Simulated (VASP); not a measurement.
# Hg (I4/mmm) in VASP: notebook

The runs below take Hg through single point, with PBE+D3(BJ), r2SCAN+D3(BJ), HF+D3(BJ), HSE06+D3(BJ).

Program: VASP 6.6.1. These are calculated values, not measurements. Logs are shortened: lines on timing, memory, paths and dates and some standing lists are left out, and cuts for length are marked.

## 1. The cell of the first run

Symmetry: I4/mmm, No. 139, tetragonal system. The conventional cell has a = 3.753 Å, b = 3.753 Å, c = 3.834 Å, α = 90.00°, β = 90.00°, γ = 90.00°. Hg (site symmetry 4/mmm) has 14 Hg at 3.27 to 3.83 Å within 4.3 Å.

## 2. Single point, PBE+D3(BJ), collinear spin

INCAR

```
  ALGO = Fast
  EDIFF = 1E-7
  ENCUT = 520
  GGA = PE
  ISIF = 2
  ISMEAR = 1
  ISPIN = 2
  IVDW = 12
  LASPH = T
  LCHARG = F
  LORBIT = 11
  LREAL = F
  LWAVE = F
  MAGMOM = 1
  NBANDS = 16
  NELM = 150
  PREC = Accurate
  SIGMA = 0.05
```

KPOINTS

```
k-points
0
Gamma
  7 7 7
```

POSCAR

```
Hg
1.0
   -1.8767364354      1.8767364354      1.9168448550
    1.8767364354     -1.8767364354      1.9168448550
    1.8767364354      1.8767364354     -1.9168448550
Hg
1
Direct
    0.5000000000      0.5000000000      0.0000000000
```

Potentials or basis: VASP PAW PBE potentials, release 64 (Hg).

Command:

```bash
$ cat potpaw_PBE.64/Hg/POTCAR > POTCAR
$ mpirun -np 1 vasp_std > vasp.out
```

OUTCAR:

```text
EDIFF = 1E-7
   ENCUT = 520
   GGA = PE
   ISIF = 2
   ISMEAR = 1
   ISPIN = 2
   IVDW = 12
   LASPH = T
   LORBIT = 11
   LREAL = F
   NELM = 150
   PREC = Accurate
 IVDW          = 12

 ion  position               nearest neighbor table
   1  0.500  0.500  0.000-

  LATTYP: Found a body centered tetragonal cell.
 ALAT       =     3.7534728708
 C/A-ratio  =     1.0213713651

  Lattice vectors:

 A1 = (  -1.8767364354,   1.8767364354,   1.9168448550)
 A2 = (   1.8767364354,  -1.8767364354,   1.9168448550)
 A3 = (   1.8767364354,   1.8767364354,  -1.9168448550)

Analysis of symmetry for initial positions (statically):
=====================================================================
 Subroutine PRICEL returns:
 Original cell was already a primitive cell.

 Routine SETGRP: Setting up the symmetry group for a
 body centered tetragonal supercell.

 Subroutine GETGRP returns: Found 16 space group operations
 (whereof 16 operations were pure point group operations)
 out of a pool of 16 trial point group operations.

The static configuration has the point symmetry D_4h.

Analysis of symmetry for dynamics (positions and initial velocities):
=====================================================================
 Subroutine PRICEL returns:
 Original cell was already a primitive cell.

 Routine SETGRP: Setting up the symmetry group for a
 body centered tetragonal supercell.

 Subroutine GETGRP returns: Found 16 space group operations
 (whereof 16 operations were pure point group operations)
 out of a pool of 16 trial point group operations.

The dynamic configuration has the point symmetry D_4h.

Analysis of structural, dynamic, and magnetic symmetry:
=====================================================================
 Subroutine PRICEL returns:
 Original cell was already a primitive cell.

 Routine SETGRP: Setting up the symmetry group for a
 body centered tetragonal supercell.

 Subroutine GETGRP returns: Found 16 space group operations
 (whereof 16 operations were pure point group operations)
 out of a pool of 16 trial point group operations.

The overall configuration has the point symmetry D_4h.

 Subroutine INISYM returns: Found 16 space group operations
 (whereof 16 operations are pure point group operations),
 and found     1 'primitive' translations

----------------------------------------------------------------------------------------

                                     Primitive cell

  volume of cell :      27.0056

  direct lattice vectors                    reciprocal lattice vectors
    -1.876736435  1.876736435  1.916844855     0.000000000  0.266419935  0.260845315
     1.876736435 -1.876736435  1.916844855     0.266419935  0.000000000  0.260845315
     1.876736435  1.876736435 -1.916844855     0.266419935  0.266419935  0.000000000

  length of vectors
     3.273923257  3.273923257  3.273923257     0.372853672  0.372853672  0.376774686

  position of ions in fractional coordinates (direct lattice)
     0.500000000  0.500000000  0.000000000

  ion indices of the primitive-cell ions
   primitive index   ion index
                 1           1

----------------------------------------------------------------------------------------

 KPOINTS: k-points

Automatic generation of k-mesh.
 Grid dimensions read from file:
 generate k-points for:    7    7    7

 Generating k-lattice:

  Cartesian coordinates                     Fractional coordinates (reciprocal lattice)
     0.000000000  0.038059991  0.037263616     0.142857143  0.000000000  0.000000000
     0.038059991  0.000000000  0.037263616     0.000000000  0.142857143  0.000000000
     0.038059991  0.038059991  0.000000000     0.000000000  0.000000000  0.142857143

  Length of vectors
     0.053264810  0.053264810  0.053824955

  Shift w.r.t. Gamma in fractional coordinates (k-lattice)
     0.000000000  0.000000000  0.000000000

 Subroutine IBZKPT returns following result:
 ===========================================

 Found     40 irreducible k-points:

 Following reciprocal coordinates:
            Coordinates               Weight
  0.000000  0.000000  0.000000      1.000000
  0.142857 -0.000000  0.000000      8.000000
  0.285714 -0.000000  0.000000      8.000000
  0.428571 -0.000000  0.000000      8.000000
  0.142857  0.142857  0.000000      8.000000
  0.285714  0.142857  0.000000     16.000000
[... 16 lines left out ...]
 -0.142857  0.285714  0.142857      8.000000
 -0.428571  0.428571  0.142857      8.000000
 [... further k-points ...]
   k-points           NKPTS =     40   k-points in BZ     NKDIM =     40   number of bands    NBANDS=     16
   number of dos      NEDOS =    301   number of ions     NIONS =      1
   total plane-waves  NPLWV =  13824
   dimension x,y,z NGX =    24 NGY =   24 NGZ =   24
   dimension x,y,z NGXF=    48 NGYF=   48 NGZF=   48
   ions per type =               1
   NGX,Y,Z   is equivalent  to a cutoff of  12.19, 12.19, 12.19 a.u.
[... 20 lines left out ...]
   TEBEG  =    0.0;   TEEND  =   0.0 temperature during run
   PSTRESS=    0.0 pullay stress
   NELECT =      12.0000    total number of electrons
   NUPDOWN=      -1.0000    fix difference up-down
   EMIN   =  10.00;   EMAX   =-10.00  energy-range for DOS
   EFERMI =   0.00;   METHOD = LEGACY
   ISMEAR =     1;   SIGMA  =   0.05  broadening in eV -4-tet -1-fermi 0-gaus
   EFERMI_NEDOS =   21; number of points for ismear=-14 and -15
   IALGO  =     68    algorithm
   IMIX   =      4    mixing-type and parameters
     AMIX     =   0.40;   BMIX     =  1.00
     AMIX_MAG =   1.60;   BMIX_MAG =  1.00
  volume/ion in A,a.u.               =      27.01       182.24
  Fermi-wavevector in a.u.,A,eV,Ry     =   1.249254  2.360748 21.233735  1.560635
  Thomas-Fermi vector in A             =   2.383303
   LORBIT       =     11    0 simple, 1 ext, 2 COOP (PROOUT), +10 PAW based schemes
   GGA     = PE    functional components
   LHFCALC =     F    Hartree Fock is set to
   AEXX    =    0.0000 exact exchange contribution
   IVDW    =    12    specifies the selected vdW correction
   LEPSILON=     F    determine dielectric tensor
   LRPA    =     F    only Hartree local field effects (RPA)
 spin polarized calculation
 RMM-DIIS sequential band-by-band and
 Methfessel and Paxton  Order N= 1 SIGMA  =   0.05
  energy-cutoff  :      520.00
  volume of cell :       27.01
 maximum number of plane-waves:       735
   NGX = 13   NGY = 13   NGZ = 13

 number of electron      11.9999998 magnetization      -0.0016059

 number of electron      11.9999998 magnetization       0.0000945

 Free energy of the ion-electron system (eV)
  ---------------------------------------------------
  ext. energy  EPLUGINS =         0.00000000
  ---------------------------------------------------
  free energy    TOTEN  =        -0.16738223 eV

  energy without entropy =       -0.16715475  energy(sigma->0) =       -0.16730641

 E-fermi :   1.5491     XC(G=0): -10.1322

 val. band max:        1.5245128602   @ k =   0.4286   0.1429   0.0000
 cond. band min:       1.5878426227   @ k =   0.4286   0.4286   0.0000
 fundamental gap:      0.0633297625
 Fermi energy:         1.5491387592

 spin component 1

 k-point     1 :       0.0000    0.0000    0.0000
  band No.  band energies     occupation
      1      -6.2564      1.00000
      2      -4.9731      1.00000
      3      -4.9731      1.00000
      4      -4.9300      1.00000
      5      -4.3008      1.00000
      6      -4.2463      1.00000
[... 8 lines left out ...]
     15      21.5475      0.00000
     16      21.5475      0.00000
[... 419 lines left out ...]
 k-point    24 :      -0.4286    0.4286    0.1429
  band No.  band energies     occupation
      1      -5.3229      1.00000
      2      -5.0912      1.00000
      3      -4.5755      1.00000
      4      -4.3861      1.00000
      5      -3.8624      1.00000
      6      -0.6798      1.00000
[... 8 lines left out ...]
     15      28.2525      0.00000
     16      29.7465      0.00000

 [... further k-points ...]

 spin component 2

 k-point     1 :       0.0000    0.0000    0.0000
  band No.  band energies     occupation
      1      -6.2563      1.00000
      2      -4.9731      1.00000
      3      -4.9731      1.00000
      4      -4.9300      1.00000
      5      -4.3008      1.00000
      6      -4.2463      1.00000
[... 8 lines left out ...]
     15      21.5476      0.00000
     16      21.5476      0.00000
[... 419 lines left out ...]
 k-point    24 :      -0.4286    0.4286    0.1429
  band No.  band energies     occupation
      1      -5.3229      1.00000
      2      -5.0912      1.00000
      3      -4.5755      1.00000
      4      -4.3861      1.00000
      5      -3.8624      1.00000
      6      -0.6797      1.00000
[... 8 lines left out ...]
     15      28.2527      0.00000
     16      29.7466      0.00000

 [... further k-points ...]

------------------------ aborting loop because EDIFF is reached ----------------------------------------

 Edisp (eV)   -0.38843

 E8    (eV) :    -0.1765

  FORCE on cell =-STRESS in cart. coord.  units (eV):
  Direction    XX          YY          ZZ          XY          YZ          ZX
  --------------------------------------------------------------------------------------
  -------------------------------------------------------------------------------------
  Total      -0.26095    -0.26095    -0.21954     0.00000     0.00000     0.00000
  in kB     -15.48169   -15.48169   -13.02502     0.00000     0.00000     0.00000
  external pressure =      -14.66 kB  Pullay stress =        0.00 kB

 VOLUME and BASIS-vectors are now :
 -----------------------------------------------------------------------------
  energy-cutoff  :      520.00
  volume of cell :       27.01
      direct lattice vectors                 reciprocal lattice vectors
    -1.876736435  1.876736435  1.916844855     0.000000000  0.266419935  0.260845315
     1.876736435 -1.876736435  1.916844855     0.266419935  0.000000000  0.260845315
     1.876736435  1.876736435 -1.916844855     0.266419935  0.266419935  0.000000000

 POSITION                                       TOTAL-FORCE (eV/Angst)
 -----------------------------------------------------------------------------------
      0.00000      0.00000      1.91684         0.000000      0.000000      0.000000
 -----------------------------------------------------------------------------------
    total drift:                               -0.000000      0.000000      0.000000

  FREE ENERGIE OF THE ION-ELECTRON SYSTEM (eV)
  ---------------------------------------------------
  free  energy   TOTEN  =        -0.5558157836 eV

  energy  without entropy=       -0.5555883065  energy(sigma->0) =       -0.55573996

 total charge

# of ion       s       p       d       tot
------------------------------------------
    1        0.926   0.157   9.339  10.422

 magnetization (x)

# of ion       s       p       d       tot
------------------------------------------
    1       -0.000   0.000  -0.000   0.000
```

Run time: 29 s. Hardware: 1 thread of Intel Xeon Platinum 8259CL at 2.50GHz (Skylake/Cascade Lake), shared host; peak memory 0.17 GiB.

Results:

* Free energy: -0.5558 eV
* Pressure: -1.5 GPa
* Band gap on the k mesh: zero (filled and empty bands overlap)
* Net moment: 0.00 μB per cell
* Valence electrons inside the program's atomic spheres: Hg 10.42
* Dispersion energy per atom: -0.388 eV

Caveat: spin-orbit coupling is left out, which moves the levels of the heavy elements.

## 3. Single point, PBE+D3(BJ), non-collinear spin, zero start, spin-orbit coupling

INCAR

```
SYSTEM = Hg
  PREC = Accurate
  ENCUT = 520
  EDIFF = 1E-6
  ISMEAR = -5
  SIGMA = 0.05
  LREAL = .FALSE.
  LASPH = .TRUE.
  NELM = 150
  ALGO = Fast
  ISIF = 2
  LWAVE = .FALSE.
  LCHARG = .TRUE.
  MAGMOM = 0 0 0
  LORBIT = 11
  LSORBIT = .TRUE.
  GGA_COMPAT = .FALSE.
  LORBMOM = .TRUE.
  GGA = PE
  IVDW = 12
  LVHAR = .TRUE.
  NBANDS = 23
```

KPOINTS

```
Automatic mesh
0
G
  10 10 10
  0 0 0
```

POSCAR is that of step 2.

Potentials or basis: VASP PAW PBE potentials, release 64 (Hg).

Command:

```bash
$ cat potpaw_PBE.64/Hg/POTCAR > POTCAR
$ mpirun -np 1 vasp_ncl > vasp.out
```

It took 81 s on 1 thread of Intel Xeon Platinum 8259CL at 2.50GHz (Skylake/Cascade Lake), shared host; peak memory 0.26 GiB.

It converged, with:

```
Free energy                                           : -0.7976 eV
Pressure                                              : -1.0 GPa
Net moment                                            : 0.00 μB per cell
Valence electrons inside the program's atomic spheres : Hg 10.43
Dispersion energy per atom                            : -0.388 eV
```

Stress tensor (GPa, compression positive):
```
-0.97  0.00  0.00
 0.00 -0.97  0.00
 0.00  0.00 -1.18
```

Moments on the atoms (μB; x, y, z):
```
Hg  0.00 0.00 0.00
```

Caveat: three body term missing.

## 4. Single point, r2SCAN+D3(BJ)

POSCAR is that of step 3.

INCAR.step1

```
ALGO = Normal
EDIFF = 1E-4
ENCUT = 520
GGA = PE
ISMEAR = 0
LASPH = T
LCHARG = F
LREAL = F
LWAVE = T
NBANDS = 12
NELM = 100
PREC = Accurate
SIGMA = 0.1
```

INCAR.step2

```
ALGO = Normal
EDIFF = 1E-6
ENCUT = 520
ISIF = 2
ISMEAR = 0
ISTART = 1
IVDW = 12
LASPH = T
LCHARG = F
LMIXTAU = T
LREAL = F
LWAVE = F
METAGGA = R2SCAN
NBANDS = 12
NELM = 100
PREC = Accurate
SIGMA = 0.1
VDW_A1 = 0.49484001
VDW_A2 = 5.73083694
VDW_S6 = 1.0
VDW_S8 = 0.78981345
```

KPOINTS

```
k-points
0
Gamma
  10 10 10
```

Command:

```bash
$ cat potpaw_PBE.64/Hg/POTCAR > POTCAR
$ cp INCAR.step1 INCAR
$ mpirun -np 1 vasp_std > vasp.out
$ cp INCAR.step2 INCAR
$ mpirun -np 1 vasp_std > vasp.out
```

Wall time 38 s (1 thread of Intel Xeon 6975P-C (Granite Rapids), shared host); peak memory 0.17 GiB.

It converged, with:

| Quantity | Value |
| --- | --- |
| Free energy | -49.5455 eV |
| Pressure | -0.7 GPa |
| Band gap on the k mesh | zero (bands 6 and 7 overlap by 2.98 eV) |
| Dispersion energy per atom | -0.182 eV |

Levels at points of the mesh, in eV from the Fermi level:
| k point | band 3 | band 4 | band 5 | band 6 | band 7 | band 8 | band 9 | band 10 |
| --- | --- | --- | --- | --- | --- | --- | --- | --- |
| (0.00, 0.00, 0.00) | -7.06 | -7.01 | -6.37 | -6.32 | 14.84 | 15.00 | 15.00 | 15.33 |
| (0.50, 0.00, 0.00) | -6.42 | -6.32 | -5.83 | -1.65 | -0.69 | 9.22 | 10.32 | 14.23 |
| (0.50, 0.50, 0.00) | -6.36 | -6.30 | -5.82 | -1.52 | -0.61 | 8.89 | 9.94 | 13.80 |
| (0.50, 0.50, 0.50) | -5.96 | -5.95 | -5.95 | 2.30 | 3.76 | 4.21 | 4.21 | 9.86 |

Caveat: three body term missing; the PAW data sets were made with another functional, which shifts forces and pressure a little; spin-orbit coupling is left out, which moves the levels of the heavy elements.

## 5. Single point, HF+D3(BJ) (31.06 Å³/atom)

This run uses another cell than the first one, of 31.06 Å³/atom.

POSCAR

```
Hg
1.0
   -1.9662371550      1.9662371550      2.0082583300
    1.9662371550     -1.9662371550      2.0082583300
    1.9662371550      1.9662371550     -2.0082583300
Hg
1
Direct
    0.5000000000      0.5000000000      0.0000000000
```

INCAR.step1

```
PREC = Accurate
ENCUT = 400
EDIFF = 1E-5
ISMEAR = -1
SIGMA = 0.1
LREAL = F
LASPH = T
NELM = 120
ALGO = Normal
ISIF = 2
LWAVE = T
NBANDS = 12
GGA = PE
GGA_COMPAT = F
```

INCAR.step2

```
PREC = Accurate
ENCUT = 400
EDIFF = 1E-6
ISMEAR = -1
SIGMA = 0.1
LREAL = F
LASPH = T
NELM = 120
ALGO = Normal
ISIF = 2
LWAVE = F
LCHARG = T
GGA = PE
LHFCALC = T
AEXX = 1.0
ALDAC = 0.0
AGGAC = 0.0
PRECFOCK = Normal
IVDW = 12
LELF = T
LVHAR = T
NBANDS = 12
ISTART = 1
GGA_COMPAT = F
```

KPOINTS

```
Automatic mesh
0
Gamma
  6 6 6
```

Command:

```bash
$ cat potpaw_PBE.64/Hg/POTCAR > POTCAR
$ cp INCAR.step1 INCAR
$ mpirun -np 1 vasp_std > vasp.out
$ cp INCAR.step2 INCAR
$ mpirun -np 1 vasp_std > vasp.out
```

Run time: 16 min. Hardware: 1 thread of Intel Xeon Platinum 8488C (Sapphire Rapids), shared host; peak memory 0.16 GiB.

The run converged. Its results:

```yaml
Free_energy: -1.2339 eV
Pressure: -5.7 GPa
Band_gap_on_the_k_mesh: zero (bands 6 and 7 overlap by 4.93 eV)
Dispersion_energy_per_atom: -1.217 eV
```

Stress tensor (GPa, compression positive):
```
-6.30  0.00  0.00
 0.00 -6.30  0.00
 0.00  0.00 -4.49
```

Levels at points of the mesh, in eV from the Fermi level:
| k point | band 3 | band 4 | band 5 | band 6 | band 7 | band 8 | band 9 | band 10 |
| --- | --- | --- | --- | --- | --- | --- | --- | --- |
| (0.00, 0.00, 0.00) | -13.82 | -13.26 | -13.21 | -12.62 | 18.13 | 18.18 | 18.19 | 18.19 |
| (0.50, 0.00, 0.00) | -13.29 | -13.21 | -12.78 | -4.41 | -1.17 | 12.38 | 13.37 | 16.77 |
| (0.50, 0.50, 0.00) | -13.23 | -13.20 | -12.77 | -4.17 | 0.00 | 12.01 | 12.98 | 16.33 |
| (0.50, 0.50, 0.50) | -12.89 | -12.88 | -12.88 | 3.76 | 6.08 | 6.82 | 6.82 | 12.08 |

Caveat: the k points lie up to 0.37 Å⁻¹ apart, too coarse for converged energies and pressures of a metal; three body term missing; the PAW data sets were made with another functional, which shifts forces and pressure a little; spin-orbit coupling is left out, which moves the levels of the heavy elements.

## 6. Single point, HSE06+D3(BJ)

POSCAR

```
Hg
1.0
   -1.8767364350      1.8767364350      1.9168448550
    1.8767364350     -1.8767364350      1.9168448550
    1.8767364350      1.8767364350     -1.9168448550
Hg
1
Direct
    0.5000000000      0.5000000000      0.0000000000
```

INCAR.step1

```
SYSTEM = Hg
PREC = Accurate ; ENCUT = 400
EDIFF = 1E-5 ; ISMEAR = 0
SIGMA = 0.05 ; LREAL = .FALSE.
LASPH = .TRUE. ; NELM = 120
ALGO = Normal ; ISIF = 2
LWAVE = .TRUE. ; LCHARG = .FALSE.
NBANDS = 12 ; GGA = PE
GGA_COMPAT = .FALSE.
```

INCAR.step2

```
SYSTEM = Hg
PREC = Accurate ; ENCUT = 400
EDIFF = 1E-6 ; ISMEAR = 0
SIGMA = 0.05 ; LREAL = .FALSE.
LASPH = .TRUE. ; NELM = 120
ALGO = Normal ; ISIF = 2
LWAVE = .FALSE. ; LCHARG = .FALSE.
GGA = PE ; LHFCALC = .TRUE.
HFSCREEN = 0.2079 ; PRECFOCK = Normal
IVDW = 12 ; VDW_S6 = 1.0
VDW_S8 = 2.31 ; VDW_A1 = 0.383
VDW_A2 = 5.685 ; NBANDS = 12
ISTART = 1 ; GGA_COMPAT = .FALSE.
```

KPOINTS

```
Automatic mesh
0
G
  7 7 7
  0 0 0
```

Potentials or basis: VASP PAW PBE potentials, release 64 (Hg).

Command:

```bash
$ cat potpaw_PBE.64/Hg/POTCAR > POTCAR
$ cp INCAR.step1 INCAR
$ mpirun -np 1 vasp_std > vasp.out
$ cp INCAR.step2 INCAR
$ mpirun -np 1 vasp_std > vasp.out
```

Wall time 29 min (1 thread of Intel Xeon Platinum 8488C (Sapphire Rapids), shared host); peak memory 0.25 GiB.

The run converged. Its results:

| Property | Result |
| --- | --- |
| Free energy | -0.7372 eV |
| Pressure | -3.0 GPa |
| Band gap on the k mesh | zero (bands 6 and 7 overlap by 1.30 eV) |
| Dispersion energy per atom | -0.499 eV |

Stress tensor (GPa, compression positive):
```
-3.08  0.00  0.00
 0.00 -3.08  0.00
 0.00  0.00 -2.83
```

Levels at points of the mesh, in eV from the Fermi level:
```
           k point  band 2  band 3  band 4  band 5  band 6  band 7  band 8  band 9  band 10  band 11
(0.00, 0.00, 0.00)   -7.93   -7.93   -7.89   -7.23   -7.17   15.47   15.62   15.62    15.73    16.11
```

Caveat: the PAW data sets were made with another functional, which shifts forces and pressure a little; spin-orbit coupling is left out, which moves the levels of the heavy elements.

## 7. Overview

```tsv
level	spin	cell	k mesh	cutoff (eV)	smearing	grid for exact exchange (PRECFOCK)	share of exact exchange	screening parameter	gap on the mesh (eV)	pressure (GPa)	moment (μB)
PBE+D3(BJ)	collinear	a = 3.274 Å, angles 110.0, 110.0, 108.3°, 1 atom	7 × 7 × 7	520	methfessel-paxton 0.05 eV	-	-	-	none	-1.5	0.00
PBE+D3(BJ)	non-collinear, zero start, SOC	a = 3.274 Å, angles 110.0, 110.0, 108.3°, 1 atom	10 × 10 × 10	520	tetrahedron	-	-	-	-	-1.0	0.00
r2SCAN+D3(BJ)	off	a = 3.274 Å, angles 110.0, 110.0, 108.3°, 1 atom	10 × 10 × 10	520	gaussian 0.1 eV	-	-	-	none	-0.7	-
HF+D3(BJ)	off	a = 3.430 Å, angles 110.0, 110.0, 108.3°, 1 atom	6 × 6 × 6	400	fermi-dirac 0.1 eV	Normal	1	-	none	-5.7	-
HSE06+D3(BJ)	off	a = 3.274 Å, angles 110.0, 110.0, 108.3°, 1 atom	7 × 7 × 7	400	gaussian 0.05 eV	Normal	0.25	0.2079 1/Å	none	-3.0	-
```

Alike in all rows: task single point; potentials or basis VASP PAW PBE potentials, release 64 (Hg).

Caveats: some runs use coarse meshes; spin-orbit coupling is left out, which moves the levels of the heavy elements (at least some runs); three body term missing (at least some runs); the PAW data sets were made with another functional, which shifts forces and pressure a little (at least some runs).

Total energies depend on the potentials used, so only differences within one code and one set of settings carry meaning.
